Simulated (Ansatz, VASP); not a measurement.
YAl3N4 in VASP and in Ansatz

```xyz
8
Lattice="4.3869 0.0000 0.0000 0.0000 4.3869 0.0000 0.0000 0.0000 4.3869" Properties=species:S:1:pos:R:3 pbc="T T T"
Y     2.1935    2.1935    2.1935
Al    0.0000    0.0000    2.1935
Al    2.1935    0.0000    0.0000
Al    0.0000    2.1935    0.0000
N     2.1935    2.1935    0.0000
N     0.0000    2.1935    2.1935
N     2.1935    0.0000    2.1935
N     0.0000    0.0000    0.0000
```

Alike in both runs: functional PBE; k mesh 4 × 4 × 4; occupations gaussian, width 0.1 eV; no spin polarisation.

Ansatz relaxed the structure, and its values are those at the end. VASP's run is a single point on that final structure, the one shown.

|  | VASP | Ansatz |
| --- | --- | --- |
| version | VASP 6.6.1 | Ansatz 0.2.0 |
| potentials or method | VASP PAW PBE potentials, release 64 (Y_sv, Al, N), cutoff 520 eV | scalar-relativistic, plane waves, PAW |
| valence electrons in the cell | 40 | 40 |

|  | VASP | Ansatz | Ansatz less VASP |
| --- | --- | --- | --- |
| gap on the k mesh at the Fermi level (eV) | 1.37 | 1.38 | +0.011 |
| least direct gap on the mesh (eV) | 1.37 | 1.38 | +0.011 |
| pressure (GPa) | -0.3 | 0.0 | +0.32 |
